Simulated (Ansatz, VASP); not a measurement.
**TaOF: VASP beside Ansatz**

The input INCAR:

```
  ALGO = Normal
  EDIFF = 1E-6
  EDIFFG = -0.04
  ENCUT = 600
  GGA = PE
  IBRION = 2
  ISIF = 3
  ISMEAR = 0
  LASPH = T
  LCHARG = F
  LREAL = F
  LWAVE = F
  NELM = 80
  NSW = 90
  PREC = Accurate
  SIGMA = 0.1
```

File KPOINTS:

```
k-points
0
Gamma
  6 6 4
```

Contents of POSCAR:

```
TaOF
1.0
    2.9290422200      0.0000000000      0.0000000000
    0.0000000000      2.9290422200      0.0000000000
    0.0000000000      0.0000000000      4.0267409000
Ta O F
1 1 1
Direct
    0.0000000000      0.0000000000      0.0000000000
    0.5000000000      0.5000000000      0.0000000000
    0.0000000000      0.0000000000      0.5000000000
```

Input for Ansatz:

```yaml
crystal:
  lattice:
    - [2.92904222, 0.0, 0.0]
    - [0.0, 2.92904222, 0.0]
    - [0.0, 0.0, 4.0267409]
  atoms:
    - { symbol: Ta, position: [0.0, 0.0, 0.0] }
    - { symbol: O, position: [0.5, 0.5, 0.0] }
    - { symbol: F, position: [0.0, 0.0, 0.5] }
basis:
  ecutwfc: 420
kpoints:
  mp_grid: { grid: [6, 6, 4] }
hamiltonian:
  xc: pbe
scf:
  occupations: { method: gaussian, width: 0.1 }
  lower_state_search: "off"
output:
  forces: true
  stress: true
  eigenvalues: true
relax:
  adjacent_minimum: "off"
  f_tol: 0.04
  max_steps: 70
  cell: { stress_tol: 0.4 }
```

Change from the starting cell: species swapped into the TiOF type (P4/mmm, No. 123).

Alike in both runs: task relaxation of cell and atoms; functional PBE; k mesh 6 × 6 × 4; occupations gaussian, width 0.1 eV; no spin polarisation.

```csv
,VASP,Ansatz
version,VASP 6.6.1,Ansatz 0.2.0
potentials or method,"VASP PAW PBE potentials, release 64 (Ta_pv, O, F), cutoff 600 eV","scalar-relativistic, plane waves, PAW"
valence electrons in the cell,24,26
```

Ansatz gave:

| Item | Value |
| --- | --- |
| gap on the k mesh at the Fermi level, each at its own relaxed structure (eV) | none |
| relaxed volume (Å³/atom) | 12.44 |
| relaxed length of the cell vector where the two differ most in proportion (Å) | 2.986 |

Q: What did VASP give for the same quantities?

A: gap on the k mesh at the Fermi level, each at its own relaxed structure (eV): none; relaxed volume (Å³/atom): 12.44; relaxed length of the cell vector where the two differ most in proportion (Å): 2.987.

A gap of «none» marks a metal or a gap that the smearing closes. VASP's potentials hold 24 valence electrons a cell and Ansatz's 26, so a difference there can come from the potentials and not from the codes.

The k mesh is coarse, so the values compare programs but aren't converged. Spin-orbit coupling is off throughout.
